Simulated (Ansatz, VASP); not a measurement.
HfB: VASP beside Ansatz

INCAR

```
PREC = Accurate
ENCUT = 520
EDIFF = 1E-6
ISMEAR = 0
SIGMA = 0.1
LREAL = False
LASPH = True
NELM = 100
ALGO = Normal
ISIF = 2
LWAVE = False
LCHARG = True
LELF = True
LVHAR = True
NBANDS = 14
```

Contents of KPOINTS:

```
regular mesh
0
Gamma
  10 10 10
```

Contents of POSCAR:

```
HfB
1.0
    3.2668333300      0.0000000000      0.0000000000
    1.6334166650      2.8291606537      0.0000000000
    1.6334166650      0.9430535512      2.6673582444
Hf B
1 1
Direct
    0.5000000000      0.5000000000      0.5000000000
    0.0000000000      0.0000000000      0.0000000000
```

File input.yaml:

```yaml
crystal:
  lattice:
    - [3.26683333, 0.0, 0.0]
    - [1.633416665, 2.8291606537, 0.0]
    - [1.633416665, 0.9430535512, 2.6673582444]
  atoms:
    - { symbol: Hf, position: [0.5, 0.5, 0.5] }
    - { symbol: B, position: [0.0, 0.0, 0.0] }
kpoints:
  mp_grid: { grid: [10, 10, 10] }
scf:
  occupations: { method: gaussian, width: 0.1 }
hamiltonian:
  xc: lda
  pseudopotentials: { kind: all_electron, lapw: { basis_error: 0.001 } }
output:
  forces: true
  stress: true
  eigenvalues: true
```

Alike in both runs: task single point; functional LDA; k mesh 10 × 10 × 10; occupations gaussian, width 0.1 eV; no spin polarisation.

|  | VASP | Ansatz |
| --- | --- | --- |
| version | VASP 6.6.1 | Ansatz 0.2.0 |
| potentials or method | VASP PAW LDA potentials, release 64 (Hf_pv, B), cutoff 520 eV | all-electron LAPW, scalar-relativistic |

Ansatz gave:

```
gap on the k mesh at the Fermi level (eV) : none
pressure (GPa)                            : 17.9
```

**Question.** Estimate VASP's values.

**Answer.** gap on the k mesh at the Fermi level (eV): none; pressure (GPa): 19.6.

LDA's correlation is that of Perdew and Zunger in VASP and of Perdew and Wang (1992) in Ansatz. A gap of «none» marks a metal or a gap that the smearing closes. Ansatz ran all-electron here, and VASP with PAW potentials.

Neither program's run includes spin-orbit coupling.
